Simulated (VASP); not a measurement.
InBi, 2 atoms in the cell. Symmetry: F-43m, No. 216, cubic system. The conventional cell has a = 6.767 Å, b = 6.767 Å, c = 6.767 Å, α = 90.00°, β = 90.00°, γ = 90.00°. Within 3.9 Å of In (site symmetry -43m) lie 4 Bi at 2.93 Å. Bi (site symmetry -43m) has 4 In at 2.93 Å within 3.9 Å. 

```yaml
Program: VASP 6.6.1
Task: relaxation of cell and atoms
Functional: r2SCAN
Potentials_or_basis: VASP PAW PBE potentials, release 64 (In_d, Bi_d)
Cutoff: 600 eV
k_mesh: 7 × 7 × 7
Occupations: fermi-dirac, width 0.05 eV
Spin: no spin polarisation
Target_pressure: 5 GPa
Dipole_correction: no
Further_INCAR_settings: ALGO = Normal; EDIFF = 1e-06; IBRION = 2; EDIFFG = -0.01; NSW = 80; ISIF = 3
```

Potentials or basis: VASP PAW PBE potentials, release 64 (In_d, Bi_d).

Command:

```bash
$ cat potpaw_PBE.64/In_d/POTCAR potpaw_PBE.64/Bi_d/POTCAR > POTCAR
$ cp INCAR.step1 INCAR
$ mpirun -np 1 vasp_std > vasp.out
$ cp INCAR.step2 INCAR
$ mpirun -np 1 vasp_std > vasp.out
```

Hardware: 1 thread of Intel(R) Xeon(R) 6975P-C (Granite Rapids), on a shared host.

Task: How long does it take, and how much memory?

Result: Run time: 3.2 min on 1 thread of Intel(R) Xeon(R) 6975P-C (Granite Rapids), with other jobs on the host, peak memory 0.29 GiB. Counts: k points 20, ion steps 3.
